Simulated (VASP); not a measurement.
# Li16H16O (a cell with a defect) in VASP: a series of runs, part 2 of 2

VASP 6.6.1.

### 3 Relaxation of the atoms, PBE (with an interstitial atom)

INCAR

```
  PREC = Accurate
  ENCUT = 520
  EDIFF = 1E-6
  ISMEAR = 0
  SIGMA = 0.01
  LREAL = Auto
  LASPH = True
  NELM = 80
  ALGO = Normal
  ISIF = 2
  LWAVE = False
  LCHARG = False
  GGA = PE
  IBRION = 2
  NSW = 65
  EDIFFG = -0.025
  NELECT = 72.0
```

KPOINTS

```
Automatic mesh
0
Gamma
  2 2 2
  0.5 0.5 0.5
```

POSCAR

```
Li16H16O
1.0
   -4.0071000518      4.0071000518     -4.0071000518
    4.0071000518     -4.0071000518     -4.0071000518
   -4.0071000518     -4.0071000518      4.0071000518
Li H O
16 16 1
Direct
    0.0031407525      0.2567679061      0.7500000000
    0.7500000000      0.2567679061      1.0031407525
    0.4963728463      0.2432320939      0.2432320939
    0.2567679061      0.0031407525      0.7500000000
    0.2432320939      0.2432320939      0.4963728463
    1.0055704839      1.0055704839      1.0055704839
    0.7500000000      0.0031407525      0.2567679061
    0.4944295161      0.7500000000      0.7500000000
    0.4968592475      0.0036271537      0.4968592475
    0.2567679061      0.7500000000      1.0031407525
    0.0031407525      0.7500000000      0.2567679061
    0.7500000000      0.4944295161      0.7500000000
    0.7500000000      0.7500000000      0.4944295161
    0.4968592475      0.4968592475      1.0036271537
    0.2432320939      0.4963728463      0.2432320939
    0.0036271537      0.4968592475      0.4968592475
    0.7500000000      0.2563518331      0.4918459041
    0.4918459041      0.2563518331      0.7500000000
    0.2436481669      0.2436481669     -0.0145059290
    0.0081540959      0.0081540959      0.5145059290
   -0.0145059290      0.2436481669      0.2436481669
    0.7500000000      0.0820657274      0.7500000000
    0.5145059290      0.0081540959      0.0081540959
    0.2563518331      0.7500000000      0.4918459041
    0.2436481669     -0.0145059290      0.2436481669
    0.0820657274      0.7500000000      0.7500000000
    0.7500000000      0.7500000000      0.0820657274
    0.4179342726      0.4179342726      0.4179342726
    0.4918459041      0.7500000000      0.2563518331
    0.2563518331      0.4918459041      0.7500000000
    0.0081540959      0.5145059290      0.0081540959
    0.7500000000      0.4918459041      0.2563518331
    0.7500000000      0.7500000000      0.7500000000
```

Potentials or basis: VASP PAW PBE potentials, release 64 (Li_sv, H, O).

Command:

```
$ cat potpaw_PBE.64/Li_sv/POTCAR potpaw_PBE.64/H/POTCAR potpaw_PBE.64/O/POTCAR > POTCAR
$ mpirun -np 1 vasp_std > vasp.out
```

OUTCAR:

```text
PREC = Accurate
   ENCUT = 520
   EDIFF = 1E-6
   ISMEAR = 0
   LREAL = Auto
   LASPH = True
   NELM = 80
   ISIF = 2
   GGA = PE
   IBRION = 2
   NSW = 65
   EDIFFG = -0.025
   NELECT = 72.0

 ion  position               nearest neighbor table
   1  0.003  0.257  0.750-
   2  0.750  0.257  0.003-
   3  0.496  0.243  0.243-
   4  0.257  0.003  0.750-
   5  0.243  0.243  0.496-
   6  0.006  0.006  0.006-  33 1.77
   7  0.750  0.003  0.257-
   8  0.494  0.750  0.750-  33 1.77
   9  0.497  0.004  0.497-
  10  0.257  0.750  0.003-
  11  0.003  0.750  0.257-
  12  0.750  0.494  0.750-  33 1.77
  13  0.750  0.750  0.494-  33 1.77
  14  0.497  0.497  0.004-
  15  0.243  0.496  0.243-
  16  0.004  0.497  0.497-
  17  0.750  0.256  0.492-
  18  0.492  0.256  0.750-
  19  0.244  0.244  0.985-
[... 11 lines left out ...]
  31  0.008  0.515  0.008-
  32  0.750  0.492  0.256-
  33  0.750  0.750  0.750-   6 1.77   8 1.77  12 1.77  13 1.77

  LATTYP: Found a body centered cubic cell.
 ALAT       =     8.0142001036

  Lattice vectors:

 A1 = (  -4.0071000518,   4.0071000518,  -4.0071000518)
 A2 = (   4.0071000518,  -4.0071000518,  -4.0071000518)
 A3 = (  -4.0071000518,  -4.0071000518,   4.0071000518)

[... 225 lines left out ...]
  Total       14.6331583     14.6331583     14.6331583     -0.0000000     -0.0000000     -0.0000000
  in kB       91.0957473     91.0957473     91.0957473     -0.0000000     -0.0000000     -0.0000000
  external PRESSURE =      91.0957473 kB  Pullay stress =       0.0000000 kB
[... 456 lines left out ...]
--------------------------------------- Ionic step        8  -------------------------------------------

 number of electron      71.9999991 magnetization

 Free energy of the ion-electron system (eV)
  ---------------------------------------------------
  ext. energy  EPLUGINS =         0.00000000
  ---------------------------------------------------
  free energy    TOTEN  =       -99.15925993 eV

  energy without entropy =      -99.15925993  energy(sigma->0) =      -99.15925993

 E-fermi :   1.1281     XC(G=0):  -8.8052

 val. band max:        1.0612608710   @ k =  -0.2500   0.2500   0.2500
 cond. band min:       3.5827400634   @ k =  -0.2500   0.2500   0.2500
 fundamental gap:      2.5214791924
 Fermi energy:         1.1281357158

 k-point     1 :       0.2500    0.2500    0.2500
  band No.  band energies     occupation
      1     -44.1656      2.00000
      2     -44.1656      2.00000
      3     -44.1656      2.00000
      4     -44.1474      2.00000
      5     -44.1373      2.00000
      6     -44.1373      2.00000
[... 40 lines left out ...]
     47       6.5605      0.00000
     48       7.2718      0.00000

 k-point     2 :      -0.2500    0.2500    0.2500
  band No.  band energies     occupation
      1     -44.1756      2.00000
      2     -44.1568      2.00000
      3     -44.1522      2.00000
      4     -44.1522      2.00000
      5     -44.1477      2.00000
      6     -44.1420      2.00000
[... 40 lines left out ...]
     47       6.5119      0.00000
     48       6.6772      0.00000
 [bands above 48 left out]

------------------------ aborting loop because EDIFF is reached ----------------------------------------

  FORCE on cell =-STRESS in cart. coord.  units (eV):
  Direction    XX          YY          ZZ          XY          YZ          ZX
  --------------------------------------------------------------------------------------
  -------------------------------------------------------------------------------------
  Total       15.3663421     15.3663421     15.3663421     -0.0000000      0.0000000     -0.0000000
  in kB       95.6600336     95.6600336     95.6600336     -0.0000000      0.0000000     -0.0000000
  external PRESSURE =      95.6600336 kB  Pullay stress =       0.0000000 kB
[... 48 lines left out ...]
  FREE ENERGIE OF THE ION-ELECTRON SYSTEM (eV)
  ---------------------------------------------------
  free  energy   TOTEN  =       -99.1592599323 eV

  energy  without entropy=      -99.1592599323  energy(sigma->0) =      -99.15925993

 reached required accuracy - stopping structural energy minimisation
```

It took 2.9 min on 1 thread of Intel Xeon 6975P-C (Granite Rapids), shared host; peak memory 0.42 GiB.

Results:

| Property | Result |
| --- | --- |
| Free energy | -99.1593 eV |
| Energy gained by relaxing | 4.0 meV/atom |
| Ionic steps | 8 |
| Largest force after relaxing | 0.010 eV/Å |

Forces in eV/Å, atoms in the order of the input:
```
Li   0.004 -0.004  0.005
Li   0.004  0.005 -0.004
Li   0.004 -0.005  0.004
Li  -0.004  0.004  0.005
Li   0.004  0.004 -0.005
Li   0.006  0.006  0.006
Li  -0.004  0.005  0.004
Li  -0.006  0.006 -0.006
Li  -0.005 -0.004 -0.004
Li   0.005  0.004 -0.004
Li   0.005 -0.004  0.004
Li   0.006 -0.006 -0.006
Li  -0.006 -0.006  0.006
Li  -0.004 -0.004 -0.005
Li  -0.005  0.004  0.004
Li  -0.004 -0.005 -0.004
H    0.007  0.003 -0.007
H    0.007 -0.007  0.003
H    0.007  0.007 -0.003
H   -0.007 -0.007 -0.003
H    0.007 -0.003  0.007
H    0.003 -0.003 -0.003
H   -0.007 -0.003 -0.007
H    0.003  0.007 -0.007
H   -0.003  0.007  0.007
H   -0.003  0.003 -0.003
H   -0.003 -0.003  0.003
H    0.003  0.003  0.003
H    0.003 -0.007  0.007
H   -0.007  0.007  0.003
H   -0.003 -0.007 -0.007
H   -0.007  0.003  0.007
O    0.000  0.000  0.000
```

The path:
| step | energy change (eV) | largest force (eV/Å) | pressure (GPa) |
| --- | --- | --- | --- |
| 1 | 0.0000 | 0.3846 | 9.11 |
| 2 | -0.0529 | 0.3077 | 9.30 |
| 3 | -0.0980 | 0.1747 | 9.76 |
| 4 | -0.1114 | 0.0989 | 9.70 |
| 5 | -0.1230 | 0.0632 | 9.61 |
| 6 | -0.1241 | 0.0701 | 9.57 |
| 7 | -0.1300 | 0.0333 | 9.57 |
| 8 | -0.1320 | 0.0105 | 9.57 |

Final structure:
```
Li H O
1.0
    -4.00710    4.00710   -4.00710
     4.00710   -4.00710   -4.00710
    -4.00710   -4.00710    4.00710
Li H O
16 16 1
Direct
  0.00217 0.25531 0.75000
  0.75000 0.25531 0.00217
  0.49686 0.24469 0.24469
  0.25531 0.00217 0.75000
  0.24469 0.24469 0.49686
  0.00219 0.00219 0.00219
  0.75000 0.00217 0.25531
  0.49781 0.75000 0.75000
  0.49783 0.00314 0.49783
  0.25531 0.75000 0.00217
  0.00217 0.75000 0.25531
  0.75000 0.49781 0.75000
  0.75000 0.75000 0.49781
  0.49783 0.49783 0.00314
  0.24469 0.49686 0.24469
  0.00314 0.49783 0.49783
  0.75000 0.25834 0.48888
  0.48888 0.25834 0.75000
  0.24166 0.24166 0.98053
  0.01112 0.01112 0.51947
  0.98053 0.24166 0.24166
  0.75000 0.10011 0.75000
  0.51947 0.01112 0.01112
  0.25834 0.75000 0.48888
  0.24166 0.98053 0.24166
  0.10011 0.75000 0.75000
  0.75000 0.75000 0.10011
  0.39989 0.39989 0.39989
  0.48888 0.75000 0.25834
  0.25834 0.48888 0.75000
  0.01112 0.51947 0.01112
  0.75000 0.48888 0.25834
  0.75000 0.75000 0.75000
```

Caveat: the k points lie up to 0.55 Å⁻¹ apart; the cell carries a net charge on a neutralising background, which shifts energy and pressure; the cell differs from its parent crystal (with an interstitial atom); the cell is charged against a uniform background, so pressure and absolute levels hang on convention; the cutoff is under 1.25 times the usual one of these potentials, so pressure, stress and relaxed cells hold a basis-set (Pulay) error.
